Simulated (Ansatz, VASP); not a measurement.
**MgI2: VASP beside Ansatz**

```
Mg I
1.0
     4.15370    0.00000    0.00000
    -2.07685    3.59721    0.00000
     0.00000    0.00000    6.31304
Mg I
1 2
Direct
  0.00000 0.00000 0.00000
  0.33333 0.66667 0.75763
  0.66667 0.33333 0.24237
```

Change from the starting cell: strain +0.000 along x and y, -0.080 along z, atoms carried along.

Alike in both runs: task single point; functional PBE; dispersion D3(BJ); k mesh 6 × 6 × 4; occupations gaussian, width 0.05 eV; no spin polarisation.

|  | VASP | Ansatz |
| --- | --- | --- |
| version | VASP 6.6.1 | Ansatz 0.2.0 |
| potentials or method | VASP PAW PBE potentials, release 64 (Mg, I), cutoff 520 eV | scalar-relativistic, plane waves, PAW |
| valence electrons in the cell | 16 | 44 |

```tsv
	VASP	Ansatz	Ansatz less VASP
gap on the k mesh at the Fermi level (eV)	3.08	3.10	+0.019
least direct gap on the mesh (eV)	3.44	3.45	+0.016
pressure (GPa)	2.7	2.7	+0.05
traceless stress, the component that is largest in VASP (GPa)	1.84	1.83	-0.009
rms of the force components (eV/Å)	0.312	0.316	+0.0039
```

Atom by atom the forces differ by 0.004 eV/Å (rms over components). VASP's potentials hold 16 valence electrons a cell and Ansatz's 44, so a difference there can come from the potentials and not from the codes.

Neither program's run includes spin-orbit coupling.
